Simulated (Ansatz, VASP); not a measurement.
**Hg in VASP and in Ansatz**

```
CELL_PARAMETERS angstrom
4.54000 0.00000 0.00000
-2.27000 3.93176 0.00000
0.00000 0.00000 3.87000
ATOMIC_POSITIONS crystal
Hg 0.33333 0.66667 0.50000
Hg 0.00000 0.00000 0.00000
Hg 0.66667 0.33333 0.50000
```

Alike in both runs: task single point; functional PBE; k mesh 9 × 9 × 10; occupations gaussian, width 0.05 eV; no spin polarisation.

```csv
,VASP,Ansatz
version,VASP 6.6.1,Ansatz 0.2.0
potentials or method,"VASP PAW PBE potentials, release 64 (Hg_sv_GW), cutoff 550 eV","scalar-relativistic, plane waves, PAW"
valence electrons in the cell,60,60
```

|  | VASP | Ansatz | Ansatz less VASP |
| --- | --- | --- | --- |
| gap on the k mesh at the Fermi level (eV) | none | none | - |
| pressure (GPa) | 13.0 | 13.3 | +0.25 |
| traceless stress, the component that is largest in VASP (GPa) | -9.15 | -9.06 | +0.086 |

A gap of «none» marks a metal or a gap that the smearing closes. The functional is the same, so the differences come from potentials, cutoffs and numerics.

Neither program's run includes spin-orbit coupling.
